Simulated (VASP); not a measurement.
# Tc (Im-3m) in VASP: single point with PBE

Aim: the single point of Tc with PBE.

Everything below comes from runs of VASP 6.6.1. Logs are shortened: lines on timing, memory, paths and dates and some standing lists are left out, and cuts for length are marked.

### Step 1. The cell of the first run

The structure is cubic, space group Im-3m (No. 229). Conventional cell: a = 3.082 Å, b = 3.082 Å, c = 3.082 Å, α = 90.00°, β = 90.00°, γ = 90.00°. Within 3.5 Å of Tc (site symmetry m-3m) lie 14 Tc at 2.67 to 3.08 Å.

This isn't the form of Tc at room conditions, which is hcp.

### Step 2. Single point, PBE

INCAR reads:

```
SYSTEM = Tc
PREC = Accurate
ENCUT = 520
EDIFF = 1E-6
ISMEAR = -1
SIGMA = 0.13605693000000002
LREAL = .False.
LASPH = .True.
NELM = 60
ALGO = Normal
ISIF = 2
LWAVE = .False.
LCHARG = .False.
GGA = PE
NBANDS = 12
```

KPOINTS reads:

```
Automatic mesh
0
Gamma
  15 15 15
  0 0 0
```

POSCAR reads:

```
Tc
1.0
   -1.5407706830      1.5407706830      1.5407706830
    1.5407706830     -1.5407706830      1.5407706830
    1.5407706830      1.5407706830     -1.5407706830
Tc
1
Direct
    0.0000000000      0.0000000000      0.0000000000
```

Potentials or basis: VASP PAW PBE potentials, release 64 (Tc_pv).

The run is started by

```bash
> cat potpaw_PBE.64/Tc_pv/POTCAR > POTCAR
> mpirun -np 1 vasp_std > vasp.out
```

OUTCAR:

```text
SYSTEM = Tc
   PREC = Accurate
   ENCUT = 520
   EDIFF = 1E-6
   ISMEAR = -1
   LREAL = .False.
   LASPH = .True.
   NELM = 60
   ISIF = 2
   GGA = PE

 ion  position               nearest neighbor table
   1  0.000  0.000  0.000-

  LATTYP: Found a body centered cubic cell.
 ALAT       =     3.0815413660

  Lattice vectors:

 A1 = (  -1.5407706830,   1.5407706830,   1.5407706830)
 A2 = (   1.5407706830,  -1.5407706830,   1.5407706830)
 A3 = (   1.5407706830,   1.5407706830,  -1.5407706830)

Analysis of symmetry for initial positions (statically):
=====================================================================
 Subroutine PRICEL returns:
 Original cell was already a primitive cell.

 Routine SETGRP: Setting up the symmetry group for a
 body centered cubic supercell.

 Subroutine GETGRP returns: Found 48 space group operations
 (whereof 48 operations were pure point group operations)
 out of a pool of 48 trial point group operations.

The static configuration has the point symmetry O_h .

Analysis of symmetry for dynamics (positions and initial velocities):
=====================================================================
 Subroutine PRICEL returns:
 Original cell was already a primitive cell.

 Routine SETGRP: Setting up the symmetry group for a
 body centered cubic supercell.

 Subroutine GETGRP returns: Found 48 space group operations
 (whereof 48 operations were pure point group operations)
 out of a pool of 48 trial point group operations.

The dynamic configuration has the point symmetry O_h .

 Subroutine INISYM returns: Found 48 space group operations
 (whereof 48 operations are pure point group operations),
 and found     1 'primitive' translations

----------------------------------------------------------------------------------------

                                     Primitive cell

  volume of cell :      14.6310

  direct lattice vectors                    reciprocal lattice vectors
    -1.540770683  1.540770683  1.540770683     0.000000000  0.324512924  0.324512924
     1.540770683 -1.540770683  1.540770683     0.324512924  0.000000000  0.324512924
     1.540770683  1.540770683 -1.540770683     0.324512924  0.324512924  0.000000000

  length of vectors
     2.668693106  2.668693106  2.668693106     0.458930579  0.458930579  0.458930579

  position of ions in fractional coordinates (direct lattice)
     0.000000000  0.000000000  0.000000000

  ion indices of the primitive-cell ions
   primitive index   ion index
                 1           1

----------------------------------------------------------------------------------------

 KPOINTS: Automatic mesh

Automatic generation of k-mesh.
 Grid dimensions read from file:
 generate k-points for:   15   15   15

 Generating k-lattice:

  Cartesian coordinates                     Fractional coordinates (reciprocal lattice)
     0.000000000  0.021634195  0.021634195     0.066666667  0.000000000  0.000000000
     0.021634195  0.000000000  0.021634195     0.000000000  0.066666667  0.000000000
     0.021634195  0.021634195  0.000000000     0.000000000  0.000000000  0.066666667

  Length of vectors
     0.030595372  0.030595372  0.030595372

  Shift w.r.t. Gamma in fractional coordinates (k-lattice)
     0.000000000  0.000000000  0.000000000

 Subroutine IBZKPT returns following result:
 ===========================================

 Found    120 irreducible k-points:

 Following reciprocal coordinates:
            Coordinates               Weight
  0.000000  0.000000  0.000000      1.000000
  0.066667  0.000000  0.000000     12.000000
  0.133333  0.000000  0.000000     12.000000
  0.200000  0.000000  0.000000     12.000000
  0.266667  0.000000  0.000000     12.000000
  0.333333  0.000000  0.000000     12.000000
[... 16 lines left out ...]
  0.333333  0.200000  0.000000     48.000000
  0.400000  0.200000  0.000000     24.000000
 [... further k-points ...]
   k-points           NKPTS =    120   k-points in BZ     NKDIM =    120   number of bands    NBANDS=     12
   number of dos      NEDOS =    301   number of ions     NIONS =      1
   total plane-waves  NPLWV =   8000
   dimension x,y,z NGX =    20 NGY =   20 NGZ =   20
   dimension x,y,z NGXF=    40 NGYF=   40 NGZF=   40
   ions per type =               1
   NGX,Y,Z   is equivalent  to a cutoff of  12.46, 12.46, 12.46 a.u.
   NGXF,Y,Z  is equivalent  to a cutoff of  24.92, 24.92, 24.92 a.u.
 SYSTEM =  Tc
   PREC   = accura    normal or accurate (medium, high low for compatibility)
   ISTART =      0    job   : 0-new  1-cont  2-samecut
   ICHARG =      2    charge: 1-file 2-atom 10-const
   ISPIN  =      1    spin polarized calculation?
   LNONCOLLINEAR =      F non collinear calculations
   LSORBIT =      F    spin-orbit coupling
   LASPH  =      T    aspherical Exc in radial PAW
   ENCUT  =  520.0 eV  38.22 Ry    6.18 a.u.   4.96  4.96  4.96*2*pi/ulx,y,z
   NELM   =     60;   NELMIN=  2; NELMDL= -5     # of ELM steps
   EDIFF  = 0.1E-05   stopping-criterion for ELM
   LREAL  =      F    real-space projection
   EDIFFG = 0.1E-04   stopping-criterion for IOM
   NSW    =      0    number of steps for IOM
   IBRION =     -1    ionic relax: 0-MD 1-quasi-New 2-CG
   NFREE  =      0    steps in history (QN), initial steepest desc. (CG)
   ISIF   =      2    stress and relaxation
   ISYM   =      2    0-nonsym 1-usesym 2-fastsym
   POTIM  = 0.5000    time-step for ionic-motion
   TEBEG  =    0.0;   TEEND  =   0.0 temperature during run
   PSTRESS=    0.0 pullay stress
   NELECT =      13.0000    total number of electrons
   NUPDOWN=      -1.0000    fix difference up-down
   EMIN   =  10.00;   EMAX   =-10.00  energy-range for DOS
   EFERMI =   0.00;   METHOD = LEGACY
   ISMEAR =    -1;   SIGMA  =   0.14  broadening in eV -4-tet -1-fermi 0-gaus
   EFERMI_NEDOS =   21; number of points for ismear=-14 and -15
   IALGO  =     38    algorithm
   IMIX   =      4    mixing-type and parameters
     AMIX     =   0.40;   BMIX     =  1.00
     AMIX_MAG =   1.60;   BMIX_MAG =  1.00
  volume/ion in A,a.u.               =      14.63        98.73
  Fermi-wavevector in a.u.,A,eV,Ry     =   1.573855  2.974154 33.701881  2.477018
  Thomas-Fermi vector in A             =   2.675076
   LORBIT       =      0    0 simple, 1 ext, 2 COOP (PROOUT), +10 PAW based schemes
   GGA     = PE    functional components
   LHFCALC =     F    Hartree Fock is set to
   AEXX    =    0.0000 exact exchange contribution
   IVDW    =     0    specifies the selected vdW correction
   LEPSILON=     F    determine dielectric tensor
   LRPA    =     F    only Hartree local field effects (RPA)
 non-spin polarized calculation
  energy-cutoff  :      520.00
  volume of cell :       14.63
 maximum number of plane-waves:       406
   NGX =  9   NGY =  9   NGZ =  9

 number of electron      13.0000002 magnetization

 Free energy of the ion-electron system (eV)
  ---------------------------------------------------
  ext. energy  EPLUGINS =         0.00000000
  ---------------------------------------------------
  free energy    TOTEN  =       -10.13750356 eV

  energy without entropy =      -10.04754388  energy(sigma->0) =      -10.09252372

 E-fermi :  12.9036     XC(G=0): -13.6746

 val. band max:       12.8907758075   @ k =   0.2000   0.0000   0.0000
 cond. band min:      12.9078046793   @ k =  -0.4000  -0.4667   0.0667
 fundamental gap:      0.0170288718
 Fermi energy:        12.9035654841

 k-point     1 :       0.0000    0.0000    0.0000
  band No.  band energies     occupation
      1     -25.9411      2.00000
      2     -25.9411      2.00000
      3     -25.9411      2.00000
      4       5.0508      2.00000
      5      10.5602      2.00000
      6      10.5602      2.00000
      7      10.5602      2.00000
      8      13.4396      0.03816
      9      13.4396      0.03816
     10      28.7177      0.00000
     11      28.7177      0.00000
     12      28.7177      0.00000

 k-point     2 :       0.0667    0.0000    0.0000
  band No.  band energies     occupation
      1     -25.9959      2.00000
      2     -25.9582      2.00000
      3     -25.9414      2.00000
      4       5.2476      2.00000
      5      10.4601      2.00000
      6      10.5487      2.00000
      7      10.7372      2.00000
      8      13.3018      0.10165
      9      13.4444      0.03687
     10      28.8437      0.00000
     11      29.0166      0.00000
     12      29.0377      0.00000

 k-point     3 :       0.1333    0.0000    0.0000
  band No.  band energies     occupation
      1     -26.1493      2.00000
      2     -26.0066      2.00000
      3     -25.9422      2.00000
      4       5.7960      2.00000
      5      10.1888      2.00000
      6      10.4911      2.00000
      7      11.2570      1.99999
      8      13.0297      0.56710
      9      13.4662      0.03150
     10      29.0730      0.00000
     11      29.6293      0.00000
     12      29.9615      0.00000
[... 286 lines left out ...]
 k-point    23 :       0.3333    0.2000    0.0000
  band No.  band energies     occupation
      1     -26.9708      2.00000
      2     -26.4634      2.00000
      3     -26.0601      2.00000
      4       7.9156      2.00000
      5       9.0272      2.00000
      6      10.9568      2.00000
      7      13.2685      0.12808
      8      14.3118      0.00006
      9      18.6808      0.00000
     10      23.8296      0.00000
     11      26.0400      0.00000
     12      29.7130      0.00000

 k-point    24 :       0.4000    0.2000    0.0000
  band No.  band energies     occupation
      1     -26.9901      2.00000
      2     -26.4961      2.00000
      3     -26.0624      2.00000
      4       7.8507      2.00000
      5       9.0005      2.00000
      6      11.1448      2.00000
      7      13.3505      0.07220
      8      14.4278      0.00003
      9      19.4473      0.00000
     10      23.0029      0.00000
     11      25.6631      0.00000
     12      29.5094      0.00000

 [... further k-points ...]
[... 5 lines left out ...]
  --------------------------------------------------------------------------------------
  -------------------------------------------------------------------------------------
  Total       -0.0172772     -0.0172772     -0.0172772      0.0000000      0.0000000      0.0000000
  in kB       -1.8919468     -1.8919468     -1.8919468      0.0000000      0.0000000      0.0000000
  external PRESSURE =      -1.8919468 kB  Pullay stress =       0.0000000 kB

 VOLUME and BASIS-vectors are now :
 -----------------------------------------------------------------------------
  energy-cutoff  :      520.00
  volume of cell :       14.63
      direct lattice vectors                 reciprocal lattice vectors
    -1.540770683  1.540770683  1.540770683     0.000000000  0.324512924  0.324512924
     1.540770683 -1.540770683  1.540770683     0.324512924  0.000000000  0.324512924
     1.540770683  1.540770683 -1.540770683     0.324512924  0.324512924  0.000000000

 POSITION                                       TOTAL-FORCE (eV/Angst)
 -----------------------------------------------------------------------------------
      0.00000      0.00000      0.00000         0.000000      0.000000     -0.000000
 -----------------------------------------------------------------------------------
    total drift:                                0.000000     -0.000000      0.000000

  FREE ENERGIE OF THE ION-ELECTRON SYSTEM (eV)
  ---------------------------------------------------
  free  energy   TOTEN  =       -10.1375035621 eV

  energy  without entropy=      -10.0475438806  energy(sigma->0) =      -10.09252372
```

Run time: 22 s. Hardware: 1 thread of Intel Xeon 8259CL, shared host; peak memory 0.14 GiB.

Results:

* Free energy: -10.1375 eV
* Pressure: -0.2 GPa
* Band gap on the k mesh: zero (an odd number of electrons rules out a gap without spin polarisation)

Levels at points of the mesh, in eV from the Fermi level:
| k point | band 4 | band 5 | band 6 | band 7 | band 8 | band 9 |
| --- | --- | --- | --- | --- | --- | --- |
| (0.00, 0.00, 0.00) | -7.85 | -2.34 | -2.34 | -2.34 | 0.54 | 0.54 |
